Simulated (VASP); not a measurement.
Runs of VASP 6.6.1 on Na2S. The structure is that of space group Fm-3m (No. 225), or close to it. The cells are those of the table. 

| task | cell | k mesh | smearing | gap on the mesh (eV) | pressure (GPa) |
| --- | --- | --- | --- | --- | --- |
| relaxation of cell and atoms | relaxed from a = 4.514 Å, angles 60.0°, 3 atoms | 8 × 8 × 8 | gaussian 0.01 eV | 2.49 | 0.0 |
| single point | a = 4.615 Å, angles 60.0°, 3 atoms | 6 × 6 × 6 | gaussian 0.1 eV | 2.27 | (a) |
| single point | a = 4.514 Å, angles 60.0°, 3 atoms | 8 × 8 × 8 | gaussian 0.01 eV | 2.49 | 0.0 |
| relaxation of cell and atoms | relaxed to 2 GPa from a = 4.514 Å, angles 60.0°, 3 atoms | 8 × 8 × 8 | gaussian 0.01 eV | 2.68 | 2.0 |
| relaxation of cell and atoms | relaxed from a = 4.615 Å, angles 60.0°, 3 atoms | 8 × 8 × 8 | gaussian 0.02 eV | 2.48 | 0.0 |

Alike in all rows: level LDA; potentials or basis VASP PAW LDA potentials, release 64 (Na_pv, S); no spin polarisation; cutoff (eV) 500.

Estimate the missing entries.

(a) -1.9.

Caveats: the relaxation stopped at its first step, so nothing moved (some runs); the cell is relaxed towards a set pressure, so the enthalpy falls and the energy may rise (some runs).

